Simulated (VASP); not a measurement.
# CoSi (Pm-3m) in VASP: further runs

The runs below take CoSi through single point, with PBE.

Program: VASP 6.6.1. These are calculated values, not measurements. Logs are shortened: lines on timing, memory, paths and dates and some standing lists are left out, and cuts for length are marked.

## 1. The cell of the first run

The structure is cubic, space group Pm-3m (No. 221). Conventional cell: a = 2.781 Å, b = 2.781 Å, c = 2.781 Å, α = 90.00°, β = 90.00°, γ = 90.00°. Within 3.2 Å of Co (site symmetry m-3m) lie 8 Si at 2.41 Å and 6 Co at 2.78 Å. Within 3.2 Å of Si (site symmetry m-3m) lie 8 Co at 2.41 Å and 6 Si at 2.78 Å.

## 2. Single point, PBE

File INCAR:

```
SYSTEM = CoSi
ALGO = Normal ; EDIFF = 1E-6
ENCUT = 520 ; GGA = PE
ISIF = 2 ; ISMEAR = -1
LASPH = .True. ; LCHARG = .False.
LREAL = .False. ; LWAVE = .False.
NBANDS = 21 ; NELM = 60
PREC = Accurate ; SIGMA = 0.03
```

File KPOINTS:

```
k-points
0
Gamma
  13 13 13
  0 0 0
```

File POSCAR:

```
CoSi
1.0
    2.7813340000      2.7813340000      0.0000000000
    2.7813340000      0.0000000000      2.7813340000
    2.7813340000      0.0000000000     -2.7813340000
Co Si
2 2
Direct
    0.0000000000      0.0000000000      0.0000000000
    0.0000000000      0.5000000000      0.5000000000
    0.5000000000      0.2500000000      0.7500000000
    0.5000000000      0.7500000000      0.2500000000
```

Potentials or basis: VASP PAW PBE potentials, release 64 (Co, Si).

Run with:

```console
> cat potpaw_PBE.64/Co/POTCAR potpaw_PBE.64/Si/POTCAR > POTCAR
> mpirun -np 1 vasp_std > vasp.out
```

OUTCAR:

```text
SYSTEM = CoSi
   EDIFF = 1E-6
   ENCUT = 520
   GGA = PE
   ISIF = 2
   ISMEAR = -1
   LASPH = .True.
   LREAL = .False.
   NELM = 60
   PREC = Accurate

 ion  position               nearest neighbor table
   1  0.000  0.000  0.000-   3 2.41   4 2.41   4 2.41   3 2.41   4 2.41   3 2.41   3 2.41   4 2.41
                             2 2.78   2 2.78   2 2.78   2 2.78   2 2.78   2 2.78
   2  0.000  0.500  0.500-   3 2.41   4 2.41   3 2.41   4 2.41   3 2.41   4 2.41   3 2.41   4 2.41
                             1 2.78   1 2.78   1 2.78   1 2.78   1 2.78   1 2.78
   3  0.500  0.250  0.750-   1 2.41   2 2.41   1 2.41   2 2.41   1 2.41   2 2.41   1 2.41   2 2.41
                             4 2.78   4 2.78   4 2.78   4 2.78   4 2.78   4 2.78
   4  0.500  0.750  0.250-   1 2.41   2 2.41   2 2.41   1 2.41   2 2.41   1 2.41   1 2.41   2 2.41
                             3 2.78   3 2.78   3 2.78   3 2.78   3 2.78   3 2.78

  LATTYP: Found a face centered cubic cell.
 ALAT       =     5.5626680000

  Lattice vectors:

 A1 = (   2.7813340000,   2.7813340000,   0.0000000000)
 A2 = (   2.7813340000,   0.0000000000,  -2.7813340000)
 A3 = (   0.0000000000,   2.7813340000,  -2.7813340000)

Analysis of symmetry for initial positions (statically):
=====================================================================
 Subroutine PRICEL returns following result:

  LATTYP: Found a simple cubic cell.
 ALAT       =     2.7813340000

  Lattice vectors:

 A1 = (   0.0000000000,   2.7813340000,   0.0000000000)
 A2 = (   0.0000000000,   0.0000000000,   2.7813340000)
 A3 = (   2.7813340000,   0.0000000000,   0.0000000000)

   2 primitive cells build up your supercell.

 Routine SETGRP: Setting up the symmetry group for a
 face centered cubic supercell.

 Subroutine GETGRP returns: Found 48 space group operations
 (whereof 48 operations were pure point group operations)
 out of a pool of 48 trial point group operations.

The static configuration has the point symmetry O_h .

Analysis of symmetry for dynamics (positions and initial velocities):
=====================================================================
 Subroutine PRICEL returns following result:

  LATTYP: Found a simple cubic cell.
 ALAT       =     2.7813340000

  Lattice vectors:

 A1 = (   0.0000000000,   2.7813340000,   0.0000000000)
 A2 = (   0.0000000000,   0.0000000000,   2.7813340000)
 A3 = (   2.7813340000,   0.0000000000,   0.0000000000)

   2 primitive cells build up your supercell.

 Routine SETGRP: Setting up the symmetry group for a
 face centered cubic supercell.

 Subroutine GETGRP returns: Found 48 space group operations
 (whereof 48 operations were pure point group operations)
 out of a pool of 48 trial point group operations.

The dynamic configuration has the point symmetry O_h .

 Subroutine INISYM returns: Found 48 space group operations
 (whereof 48 operations are pure point group operations),
 and found     2 'primitive' translations

----------------------------------------------------------------------------------------

                                     Primitive cell

  volume of cell :      21.5159

  direct lattice vectors                    reciprocal lattice vectors
     0.000000000  2.781334000  0.000000000     0.000000000  0.359539703  0.000000000
     0.000000000  0.000000000  2.781334000     0.000000000  0.000000000  0.359539703
     2.781334000  0.000000000  0.000000000     0.359539703  0.000000000  0.000000000

  length of vectors
     2.781334000  2.781334000  2.781334000     0.359539703  0.359539703  0.359539703

  position of ions in fractional coordinates (direct lattice)
     0.000000000  0.000000000  0.000000000
     0.500000000  0.500000000  0.500000000

  ion indices of the primitive-cell ions
   primitive index   ion index
                 1           1
                 2           3

----------------------------------------------------------------------------------------

 KPOINTS: k-points

Automatic generation of k-mesh.
 Grid dimensions read from file:
 generate k-points for:   13   13   13

 Generating k-lattice:

  Cartesian coordinates                     Fractional coordinates (reciprocal lattice)
     0.000000000  0.027656900  0.000000000     0.076923077  0.000000000  0.000000000
     0.013828450 -0.013828450  0.013828450     0.000000000  0.076923077  0.000000000
     0.013828450 -0.013828450 -0.013828450     0.000000000  0.000000000  0.076923077

  Length of vectors
     0.027656900  0.023951578  0.023951578

  Shift w.r.t. Gamma in fractional coordinates (k-lattice)
     0.000000000  0.000000000  0.000000000

 Subroutine IBZKPT returns following result:
 ===========================================

 Found     84 irreducible k-points:

 Following reciprocal coordinates:
            Coordinates               Weight
  0.000000  0.000000  0.000000      1.000000
  0.076923  0.000000  0.000000      6.000000
  0.153846  0.000000  0.000000      6.000000
  0.230769  0.000000  0.000000      6.000000
  0.307692  0.000000  0.000000      6.000000
  0.384615  0.000000  0.000000      6.000000
[... 16 lines left out ...]
  0.076923  0.230769  0.000000     24.000000
  0.307692  0.230769  0.000000     24.000000
 [... further k-points ...]
   k-points           NKPTS =     84   k-points in BZ     NKDIM =     84   number of bands    NBANDS=     21
   number of dos      NEDOS =    301   number of ions     NIONS =      4
   total plane-waves  NPLWV =  27000
   dimension x,y,z NGX =    30 NGY =   30 NGZ =   30
   dimension x,y,z NGXF=    60 NGYF=   60 NGZF=   60
   ions per type =               2   2
   NGX,Y,Z   is equivalent  to a cutoff of  12.68, 12.68, 12.68 a.u.
   NGXF,Y,Z  is equivalent  to a cutoff of  25.36, 25.36, 25.36 a.u.
 SYSTEM =  CoSi
   PREC   = accura    normal or accurate (medium, high low for compatibility)
   ISTART =      0    job   : 0-new  1-cont  2-samecut
   ICHARG =      2    charge: 1-file 2-atom 10-const
   ISPIN  =      1    spin polarized calculation?
   LNONCOLLINEAR =      F non collinear calculations
   LSORBIT =      F    spin-orbit coupling
   LASPH  =      T    aspherical Exc in radial PAW
   ENCUT  =  520.0 eV  38.22 Ry    6.18 a.u.   7.31  7.31  7.31*2*pi/ulx,y,z
   NELM   =     60;   NELMIN=  2; NELMDL= -5     # of ELM steps
   EDIFF  = 0.1E-05   stopping-criterion for ELM
   LREAL  =      F    real-space projection
   EDIFFG = 0.1E-04   stopping-criterion for IOM
   NSW    =      0    number of steps for IOM
   IBRION =     -1    ionic relax: 0-MD 1-quasi-New 2-CG
   NFREE  =      0    steps in history (QN), initial steepest desc. (CG)
   ISIF   =      2    stress and relaxation
   ISYM   =      2    0-nonsym 1-usesym 2-fastsym
   POTIM  = 0.5000    time-step for ionic-motion
   TEBEG  =    0.0;   TEEND  =   0.0 temperature during run
   PSTRESS=    0.0 pullay stress
   NELECT =      26.0000    total number of electrons
   NUPDOWN=      -1.0000    fix difference up-down
   EMIN   =  10.00;   EMAX   =-10.00  energy-range for DOS
   EFERMI =   0.00;   METHOD = LEGACY
   ISMEAR =    -1;   SIGMA  =   0.03  broadening in eV -4-tet -1-fermi 0-gaus
   EFERMI_NEDOS =   21; number of points for ismear=-14 and -15
   IALGO  =     38    algorithm
   IMIX   =      4    mixing-type and parameters
     AMIX     =   0.40;   BMIX     =  1.00
     AMIX_MAG =   1.60;   BMIX_MAG =  1.00
  volume/ion in A,a.u.               =      10.76        72.60
  Fermi-wavevector in a.u.,A,eV,Ry     =   1.384000  2.615381 26.061367  1.915456
  Thomas-Fermi vector in A             =   2.508545
   LORBIT       =      0    0 simple, 1 ext, 2 COOP (PROOUT), +10 PAW based schemes
   GGA     = PE    functional components
   LHFCALC =     F    Hartree Fock is set to
   AEXX    =    0.0000 exact exchange contribution
   IVDW    =     0    specifies the selected vdW correction
   LEPSILON=     F    determine dielectric tensor
   LRPA    =     F    only Hartree local field effects (RPA)
 non-spin polarized calculation
  energy-cutoff  :      520.00
  volume of cell :       43.03
 maximum number of plane-waves:      1185
 NGX is ok and might be reduce to    30
   NGX = 15   NGY = 15   NGZ = 15

 number of electron      25.9999997 magnetization

 Free energy of the ion-electron system (eV)
  ---------------------------------------------------
  ext. energy  EPLUGINS =         0.00000000
  ---------------------------------------------------
  free energy    TOTEN  =       -26.52813961 eV

  energy without entropy =      -26.51528478  energy(sigma->0) =      -26.52171220

 E-fermi :  12.7334     XC(G=0): -12.9407

 val. band max:       12.7294882935   @ k =   0.3846   0.1538   0.0000
 cond. band min:      12.7380485453   @ k =  -0.3077   0.3846   0.0000
 fundamental gap:      0.0085602517
 Fermi energy:        12.7333993746

 k-point     1 :       0.0000    0.0000    0.0000
  band No.  band energies     occupation
      1      -1.4166      2.00000
      2       6.9696      2.00000
      3       6.9696      2.00000
      4       6.9696      2.00000
      5       9.0675      2.00000
      6       9.0675      2.00000
[... 13 lines left out ...]
     20      16.4288      0.00000
     21      16.4288      0.00000

 k-point     2 :       0.0769    0.0000    0.0000
  band No.  band energies     occupation
      1      -1.3027      2.00000
      2       6.7138      2.00000
      3       6.9970      2.00000
      4       6.9970      2.00000
      5       8.9957      2.00000
      6       9.1081      2.00000
[... 13 lines left out ...]
     20      17.0783      0.00000
     21      17.0783      0.00000

 k-point     3 :       0.1538    0.0000    0.0000
  band No.  band energies     occupation
      1      -0.9635      2.00000
      2       6.1523      2.00000
      3       7.0759      2.00000
      4       7.0759      2.00000
      5       8.6955      2.00000
      6       9.2234      2.00000
[... 13 lines left out ...]
     20      18.4137      0.00000
     21      18.4137      0.00000

 k-point     4 :       0.2308    0.0000    0.0000
  band No.  band energies     occupation
      1      -0.4065      2.00000
      2       5.5549      2.00000
      3       7.1962      2.00000
      4       7.1962      2.00000
      5       7.9765      2.00000
      6       9.3931      2.00000
[... 13 lines left out ...]
     20      20.0486      0.00000
     21      20.0530      0.00000

 k-point     5 :       0.3077    0.0000    0.0000
  band No.  band energies     occupation
      1       0.3531      2.00000
      2       5.0515      2.00000
      3       6.8228      2.00000
      4       7.3391      2.00000
      5       7.3391      2.00000
      6       9.5838      2.00000
[... 13 lines left out ...]
     20      19.8282      0.00000
     21      21.9113      0.00000

 k-point     6 :       0.3846    0.0000    0.0000
  band No.  band energies     occupation
      1       1.2805      2.00000
      2       4.6968      2.00000
      3       5.4833      2.00000
      4       7.4739      2.00000
      5       7.4739      2.00000
      6       9.2055      2.00000
[... 13 lines left out ...]
     20      19.6222      0.00000
     21      23.9927      0.00000

 k-point     7 :       0.4615    0.0000    0.0000
  band No.  band energies     occupation
      1       2.2284      2.00000
      2       4.2909      2.00000
      3       4.5147      2.00000
      4       7.5591      2.00000
      5       7.5591      2.00000
      6       8.9478      2.00000
[... 13 lines left out ...]
     20      20.6901      0.00000
     21      22.6132      0.00000
[... 291 lines left out ...]
      1       1.4738      2.00000
      2       4.1996      2.00000
      3       5.6619      2.00000
      4       7.2360      2.00000
      5       7.5762      2.00000
      6       9.6637      2.00000
[... 13 lines left out ...]
     20      21.3423      0.00000
     21      23.0511      0.00000

 k-point    21 :      -0.4615    0.1538    0.0000
  band No.  band energies     occupation
      1       2.3944      2.00000
      2       4.0278      2.00000
      3       4.5047      2.00000
      4       7.1650      2.00000
      5       7.6503      2.00000
      6       9.5848      2.00000
[... 13 lines left out ...]
     20      21.5530      0.00000
     21      21.7342      0.00000

 k-point    22 :       0.0000    0.2308    0.0000
  band No.  band energies     occupation
      1      -0.6579      2.00000
      2       5.2954      2.00000
      3       7.3505      2.00000
      4       7.3505      2.00000
      5       8.9827      2.00000
      6       8.9827      2.00000
[... 13 lines left out ...]
     20      18.0580      0.00000
     21      18.7106      0.00000

 k-point    23 :       0.0769    0.2308    0.0000
  band No.  band energies     occupation
      1      -0.8802      2.00000
      2       5.7977      2.00000
      3       7.0772      2.00000
      4       7.3047      2.00000
      5       8.9083      2.00000
      6       9.0779      2.00000
[... 13 lines left out ...]
     20      17.8909      0.00000
     21      18.7193      0.00000

 k-point    24 :       0.3077    0.2308    0.0000
  band No.  band energies     occupation
      1      -0.2186      2.00000
      2       4.7002      2.00000
      3       7.4347      2.00000
      4       7.5254      2.00000
      5       8.5994      2.00000
      6       9.1197      2.00000
[... 13 lines left out ...]
     20      19.6142      0.00000
     21      19.6586      0.00000

 [... further k-points ...]

------------------------ aborting loop because EDIFF is reached ----------------------------------------

  FORCE on cell =-STRESS in cart. coord.  units (eV):
  Direction    XX          YY          ZZ          XY          YZ          ZX
  --------------------------------------------------------------------------------------
  -------------------------------------------------------------------------------------
  Total       -0.2036179     -0.2036179     -0.2036179      0.0000000      0.0000000     -0.0000000
  in kB       -7.5811836     -7.5811836     -7.5811836      0.0000000      0.0000000     -0.0000000
  external PRESSURE =      -7.5811836 kB  Pullay stress =       0.0000000 kB

 VOLUME and BASIS-vectors are now :
 -----------------------------------------------------------------------------
  energy-cutoff  :      520.00
  volume of cell :       43.03
      direct lattice vectors                 reciprocal lattice vectors
     2.781334000  2.781334000  0.000000000     0.000000000  0.359539703  0.000000000
     2.781334000  0.000000000  2.781334000     0.179769851 -0.179769851  0.179769851
     2.781334000  0.000000000 -2.781334000     0.179769851 -0.179769851 -0.179769851

 POSITION                                       TOTAL-FORCE (eV/Angst)
 -----------------------------------------------------------------------------------
      0.00000      0.00000      0.00000         0.000000      0.000000     -0.000000
      2.78133      0.00000      0.00000         0.000000      0.000000     -0.000000
      4.17200      1.39067     -1.39067        -0.000000     -0.000000      0.000000
      4.17200      1.39067      1.39067        -0.000000     -0.000000      0.000000
 -----------------------------------------------------------------------------------
    total drift:                                0.000000     -0.000000     -0.000000

  FREE ENERGIE OF THE ION-ELECTRON SYSTEM (eV)
  ---------------------------------------------------
  free  energy   TOTEN  =       -26.5281396126 eV

  energy  without entropy=      -26.5152847774  energy(sigma->0) =      -26.52171220
```

It took 2.2 min on 1 thread of Intel Xeon 8259CL, shared host; peak memory 0.21 GiB.

What came out:

```yaml
Free_energy: -26.5281 eV
Pressure: -0.8 GPa
Band_gap_on_the_k_mesh: zero (bands 13 and 14 overlap by 1.87 eV)
```

Levels at points of the mesh, in eV from the Fermi level:
| k point | band 9 | band 10 | band 11 | band 12 | band 13 | band 14 | band 15 | band 16 | band 17 | band 18 |
| --- | --- | --- | --- | --- | --- | --- | --- | --- | --- | --- |
| (0.00, 0.00, 0.00) | -1.19 | -1.19 | -0.38 | -0.38 | 1.42 | 1.42 | 1.42 | 3.09 | 3.09 | 3.09 |

Caveat: the run has no spin polarisation, though such a crystal can be magnetic.

## 3. Single point, PBE, collinear spin, ferromagnetic start

File INCAR:

```
PREC     = Accurate       # precision mode
ENCUT    = 520            # plane-wave cutoff, eV
EDIFF    = 1E-6           # SCF threshold, eV
ISMEAR   = -1             # smearing method
SIGMA    = 0.03           # smearing width, eV
LREAL    = False          # projectors in reciprocal space
LASPH    = True           # aspherical terms in the spheres
NELM     = 150            # most SCF steps
ALGO     = Normal         # electronic algorithm
ISIF     = 2              # what is computed and relaxed
LWAVE    = False          # write WAVECAR
LCHARG   = True           # write CHGCAR
ISPIN    = 2              # spin polarisation
MAGMOM   = 2 2 0 0        # initial moments
LORBIT   = 11             # projections on sites
LMAXMIX  = 4              # l up to which the mixer works
GGA      = PE             # functional
LELF     = True           # ELF
LVHAR    = True         
NBANDS   = 25             # bands
```

File KPOINTS:

```
regular mesh
0
Gamma
  13 13 13
```

POSCAR is that of step 2.

Potentials or basis: VASP PAW PBE potentials, release 64 (Co, Si).

Run with:

```console
> cat potpaw_PBE.64/Co/POTCAR potpaw_PBE.64/Si/POTCAR > POTCAR
> mpirun -np 1 vasp_std > vasp.out
```

Run time: 5.5 min. Hardware: 1 thread of Intel Xeon 8259CL, shared host; peak memory 0.28 GiB.

Results (log left out):

```
Free energy                                           : -26.5675 eV
Pressure                                              : 0.9 GPa
Net moment                                            : 1.25 μB per cell
Site moments                                          : Co +0.62; Si +0.02 μB
Valence electrons inside the program's atomic spheres : Co 8.60; Si 1.58
```

Levels at points of the mesh, in eV from the Fermi level:
Spin up:
| k point | band 10 | band 11 | band 12 | band 13 | band 14 | band 15 | band 16 | band 17 | band 18 | band 19 |
| --- | --- | --- | --- | --- | --- | --- | --- | --- | --- | --- |
| (0.00, 0.00, 0.00) | -1.66 | -1.16 | -1.16 | 1.25 | 1.25 | 1.25 | 2.94 | 2.94 | 2.94 | 3.34 |
Spin down:
```csv
k point,band 9,band 10,band 11,band 12,band 13,band 14,band 15,band 16
"(0.00, 0.00, 0.00)",-1.25,-1.25,-0.14,-0.14,1.28,1.28,1.28,2.97
```

## 4. Single point, PBE, collinear spin, antiferromagnetic start

File INCAR:

```
SYSTEM = CoSi
ALGO = Normal
EDIFF = 1E-7
ENCUT = 520
GGA = PE
ISIF = 2
ISMEAR = -1
ISPIN = 2
LASPH = .TRUE.
LCHARG = .FALSE.
LMAXMIX = 4
LORBIT = 11
LREAL = .FALSE.
LWAVE = .FALSE.
MAGMOM = 0.6 -0.6 0 0
NBANDS = 25
NELM = 150
PREC = Accurate
SIGMA = 0.03
```

File KPOINTS:

```
k-points
0
G
  13 13 13
  0 0 0
```

POSCAR is that of step 3.

Run with:

```console
> cat potpaw_PBE.64/Co/POTCAR potpaw_PBE.64/Si/POTCAR > POTCAR
> mpirun -np 1 vasp_std > vasp.out
```

Wall time 5.7 min (1 thread of Intel Xeon 8259CL, shared host); peak memory 0.28 GiB.

Results (log left out):

- Free energy: -26.5281 eV
- Pressure: -0.7 GPa
- Band gap on the k mesh: zero (filled and empty bands overlap)
- Net moment: 0.00 μB per cell
- Valence electrons inside the program's atomic spheres: Co 8.62; Si 1.57

Levels at points of the mesh, in eV from the Fermi level:
Spin up:
| k point | band 11 | band 12 | band 13 | band 14 | band 15 | band 16 |
| --- | --- | --- | --- | --- | --- | --- |
| (0.00, 0.00, 0.00) | -0.38 | -0.38 | 1.42 | 1.42 | 1.42 | 3.09 |
Spin down:
```
           k point  band 10  band 11  band 12  band 13  band 14  band 15  band 16  band 17
(0.00, 0.00, 0.00)    -1.19    -0.38    -0.38     1.42     1.42     1.42     3.09     3.09
```

Caveat: the moments typed at the start vanished in this run.

## 5. Summary

| spin | gap on the mesh (eV) | pressure (GPa) | moment (μB) |
| --- | --- | --- | --- |
| off | none | -0.8 | - |
| collinear, ferromagnetic start | none | 0.9 | 1.25 |
| collinear, antiferromagnetic start | none | -0.7 | 0.00 |

Alike in all rows: task single point; level PBE; potentials or basis VASP PAW PBE potentials, release 64 (Co, Si); cell as given; k mesh 13 × 13 × 13; cutoff (eV) 520; smearing fermi-dirac 0.03 eV.

Caveats: the moments typed at the start vanished in this run (at least some runs).

Absolute energies hang on the potentials; compare differences alone.
